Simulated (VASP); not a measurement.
# LiF (P4_32_12) in VASP: a series of runs, part 2 of 2

VASP 6.6.1.

## Step 5: Single point, PBE (volume scaled by 1.06, then relaxed in part)

Input file INCAR:

```
SYSTEM = LiF
ALGO = Normal ; EDIFF = 1E-6
ENCUT = 520 ; GGA = PE
ISIF = 2 ; ISMEAR = 0
LASPH = .TRUE. ; LCHARG = .FALSE.
LREAL = .FALSE. ; LWAVE = .FALSE.
NBANDS = 30 ; NELM = 100
PREC = Accurate ; SIGMA = 0.02
```

Input file KPOINTS:

```
k-points
0
G
  4 4 8
  0 0 0
```

Input file POSCAR:

```
LiF
1.0
    5.4954136589      0.0000000000      0.0000000000
    0.0000000000      5.4954136589      0.0000000000
    0.0000000000      0.0000000000      2.8702990050
Li F
4 4
Direct
    0.6635866670      0.3364133330      0.2500000000
    0.3364133330      0.6635866670      0.7500000000
    0.1635866670      0.1635866670      0.0000000000
    0.8364133330      0.8364133330      0.5000000000
    0.8316385301      0.1683614699      0.7500000000
    0.1683614699      0.8316385301      0.2500000000
    0.3316385301      0.3316385301      0.5000000000
    0.6683614699      0.6683614699      0.0000000000
```

Potentials or basis: VASP PAW PBE potentials, release 64 (Li_sv, F).

Run with:

```sh
$ cat potpaw_PBE.64/Li_sv/POTCAR potpaw_PBE.64/F/POTCAR > POTCAR
$ mpirun -np 1 vasp_std > vasp.out
```

OUTCAR:

```text
SYSTEM = LiF
   EDIFF = 1E-6
   ENCUT = 520
   GGA = PE
   ISIF = 2
   ISMEAR = 0
   LASPH = .TRUE.
   LREAL = .FALSE.
   NELM = 100
   PREC = Accurate

 ion  position               nearest neighbor table
   1  0.664  0.336  0.250-   5 1.94   5 1.94   8 1.96   7 1.96
   2  0.336  0.664  0.750-   6 1.94   6 1.94   8 1.96   7 1.96
   3  0.164  0.164  0.000-   7 1.94   7 1.94   5 1.96   6 1.96
   4  0.836  0.836  0.500-   8 1.94   8 1.94   5 1.96   6 1.96
   5  0.832  0.168  0.750-   1 1.94   1 1.94   4 1.96   3 1.96
   6  0.168  0.832  0.250-   2 1.94   2 1.94   4 1.96   3 1.96
   7  0.332  0.332  0.500-   3 1.94   3 1.94   1 1.96   2 1.96
[... 1008 lines left out ...]
  Total       -1.5901538     -1.5901538     -1.6111335     -0.0000000      0.0000000      0.0000000
  in kB      -29.3915031    -29.3915031    -29.7792800     -0.0000000      0.0000000      0.0000000
  external PRESSURE =     -29.5207621 kB  Pullay stress =       0.0000000 kB

 VOLUME and BASIS-vectors are now :
 -----------------------------------------------------------------------------
  energy-cutoff  :      520.00
  volume of cell :       86.68
      direct lattice vectors                 reciprocal lattice vectors
     5.495413659  0.000000000  0.000000000     0.181969923  0.000000000  0.000000000
     0.000000000  5.495413659  0.000000000     0.000000000  0.181969923  0.000000000
     0.000000000  0.000000000  2.870299005     0.000000000  0.000000000  0.348395759

 POSITION                                       TOTAL-FORCE (eV/Angst)
 -----------------------------------------------------------------------------------
      3.64668      1.84873      0.71757         0.000900     -0.000900     -0.000000
      1.84873      3.64668      2.15272        -0.000900      0.000900      0.000000
      0.89898      0.89898      0.00000         0.000900      0.000900      0.000000
      4.59644      4.59644      1.43515        -0.000900     -0.000900      0.000000
      4.57020      0.92522      2.15272        -0.002729      0.002729     -0.000000
      0.92522      4.57020      0.71757         0.002729     -0.002729      0.000000
      1.82249      1.82249      1.43515        -0.002729     -0.002729      0.000000
      3.67292      3.67292      0.00000         0.002729      0.002729      0.000000
 -----------------------------------------------------------------------------------
    total drift:                               -0.000001      0.000001      0.000000

  FREE ENERGIE OF THE ION-ELECTRON SYSTEM (eV)
  ---------------------------------------------------
  free  energy   TOTEN  =       -38.0888091052 eV

  energy  without entropy=      -38.0888091052  energy(sigma->0) =      -38.08880911
```

Run time: 58 s. Hardware: 1 thread of Intel Xeon Platinum 8488C (Sapphire Rapids), shared host; peak memory 0.21 GiB.

Results:

| Item | Value |
| --- | --- |
| Free energy | -38.0888 eV |
| Largest force | 0.004 eV/Å |
| Band gap on the k mesh | 7.08 eV, indirect (least direct gap 7.10 eV) |

Forces in eV/Å, atoms in the order of the input:
```
Li   0.001 -0.001  0.000
Li  -0.001  0.001  0.000
Li   0.001  0.001  0.000
Li  -0.001 -0.001  0.000
F   -0.003  0.003  0.000
F    0.003 -0.003  0.000
F   -0.003 -0.003  0.000
F    0.003  0.003  0.000
```

Caveat: the cutoff is under 1.25 times the usual one of these potentials, so pressure, stress and relaxed cells hold a basis-set (Pulay) error.

## Step 6: Single point, PBE (volume scaled by 1.10, then relaxed in part)

Input file INCAR:

```
  PREC = Accurate
  ENCUT = 520
  EDIFF = 1E-7
  ISMEAR = 0
  SIGMA = 0.02
  LREAL = False
  LASPH = True
  NELM = 80
  ALGO = Normal
  ISIF = 2
  LWAVE = False
  LCHARG = False
  GGA = PE
  NBANDS = 30
```

Input file KPOINTS:

```
Automatic mesh
0
Gamma
  4 4 8
```

Input file POSCAR:

```
LiF
1.0
    5.5676368963      0.0000000000      0.0000000000
    0.0000000000      5.5676368963      0.0000000000
    0.0000000000      0.0000000000      2.9018364367
Li F
4 4
Direct
    0.6637716735      0.3362283265      0.2500000000
    0.3362283265      0.6637716735      0.7500000000
    0.1637716735      0.1637716735      0.0000000000
    0.8362283265      0.8362283265      0.5000000000
    0.8319081140      0.1680918860      0.7500000000
    0.1680918860      0.8319081140      0.2500000000
    0.3319081140      0.3319081140      0.5000000000
    0.6680918860      0.6680918860      0.0000000000
```

Potentials or basis: VASP PAW PBE potentials, release 64 (Li_sv, F).

Run with:

```sh
$ cat potpaw_PBE.64/Li_sv/POTCAR potpaw_PBE.64/F/POTCAR > POTCAR
$ mpirun -np 1 vasp_std > vasp.out
```

It took 74 s on 1 thread of Intel Xeon Platinum 8488C (Sapphire Rapids), shared host; peak memory 0.21 GiB.

The run converged. Its results:

* Free energy: -38.0210 eV
* Largest force: 0.008 eV/Å
* Band gap on the k mesh: 6.91 eV, indirect (least direct gap 6.93 eV)

Forces in eV/Å, atoms in the order of the input:
```
Li   0.002 -0.002  0.000
Li  -0.002  0.002  0.000
Li   0.002  0.002  0.000
Li  -0.002 -0.002  0.000
F   -0.006  0.006  0.000
F    0.006 -0.006  0.000
F   -0.006 -0.006  0.000
F    0.006  0.006  0.000
```

Levels at points of the mesh, in eV from the valence-band top:
```tsv
k point	band 16	band 17	band 18	band 19	band 20	band 21	band 22	band 23	band 24	band 25
(0.00, 0.00, 0.00)	-0.20	-0.09	-0.09	-0.04	-0.01	6.91	9.89	11.30	11.45	11.45
(0.50, 0.00, 0.00)	-0.39	-0.15	-0.15	-0.02	-0.02	8.14	8.14	10.79	10.79	13.27
(0.50, 0.50, 0.00)	-0.52	-0.05	-0.05	-0.02	-0.02	8.47	8.47	9.91	9.91	14.65
(0.00, 0.00, 0.50)	-0.98	-0.43	-0.43	-0.09	-0.09	10.38	10.38	11.62	11.62	13.42
(0.50, 0.00, 0.50)	-0.78	-0.49	-0.49	-0.17	-0.17	10.39	10.39	12.39	12.39	12.73
(0.50, 0.50, 0.50)	-0.94	-0.39	-0.39	-0.39	-0.39	11.27	11.27	11.27	11.27	13.01
```

Caveat: the cutoff is under 1.25 times the usual one of these potentials, so pressure, stress and relaxed cells hold a basis-set (Pulay) error. A k mesh can miss the band edges.

## Step 7: Summary

| cell | gap on the mesh (eV) |
| --- | --- |
| a = 5.384, b = 5.384, c = 2.821 Å, 8 atoms | 7.36 |
| a = 5.440, b = 5.440, c = 2.846 Å, 8 atoms | 7.22 |
| a = 5.495, b = 5.495, c = 2.870 Å, 8 atoms | 7.08 |
| a = 5.568, b = 5.568, c = 2.902 Å, 8 atoms | 6.91 |

Alike in all rows: task single point; level PBE; potentials or basis VASP PAW PBE potentials, release 64 (Li_sv, F); no spin polarisation; k mesh 4 × 4 × 8; cutoff (eV) 520; smearing gaussian 0.02 eV.

Caveats: the cutoff is under 1.25 times the usual one of these potentials, so pressure, stress and relaxed cells hold a basis-set (Pulay) error.

Total energies depend on the potentials used, so only differences within one code and one set of settings carry meaning.
